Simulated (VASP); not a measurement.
Write the native input for VASP 6.6.1 that does the following.

```
Task                   : single point
Functional             : PBE
Potentials or basis    : VASP PAW PBE potentials, release 64 (Hg, Te)
Cutoff                 : 520 eV
k mesh                 : 10 × 10 × 10
Occupations            : gaussian, width 0.05 eV
Spin                   : no spin polarisation
Dipole correction      : no
Further INCAR settings : ALGO = Normal; EDIFF = 1e-07; NBANDS = 16
```

The structure of HgTe lies in POSCAR:

```
HgTe
1.0
    0.0000000000      3.2792897437      3.2792897437
    3.2792897437      0.0000000000      3.2792897437
    3.2792897437      3.2792897437      0.0000000000
Hg Te
1 1
Direct
    0.0000000000      0.0000000000      0.0000000000
    0.2500000000      0.2500000000      0.2500000000
```

The input as run:

INCAR

```
SYSTEM = HgTe
PREC     = Accurate       ! precision mode
ENCUT    = 520            ! plane-wave cutoff, eV
EDIFF    = 1E-7           ! SCF threshold, eV
ISMEAR   = 0              ! smearing method
SIGMA    = 0.05           ! smearing width, eV
LREAL    = .False.        ! projectors in reciprocal space
LASPH    = .True.         ! aspherical terms in the spheres
NELM     = 80             ! most SCF steps
ALGO     = Normal         ! electronic algorithm
ISIF     = 2              ! what is computed and relaxed
LWAVE    = .False.        ! write WAVECAR
LCHARG   = .False.        ! write CHGCAR
GGA      = PE             ! functional
NBANDS   = 16             ! bands
```

KPOINTS

```
Automatic mesh
0
Gamma
  10 10 10
  0 0 0
```

Potentials or basis: VASP PAW PBE potentials, release 64 (Hg, Te).

Command:

```console
$ cat potpaw_PBE.64/Hg/POTCAR potpaw_PBE.64/Te/POTCAR > POTCAR
$ mpirun -np 1 vasp_std > vasp.out
```

Results of the run:

```
Pressure               : 1.6 GPa
Band gap on the k mesh : zero (filled and empty bands touch)
```

Caveat: semilocal functionals underestimate gaps, and a narrow one can read as zero; spin-orbit coupling is left out, which moves the levels of the heavy elements.

It took 83 s on 1 thread of Intel Xeon 8259CL (shared host), peak memory 0.23 GiB.
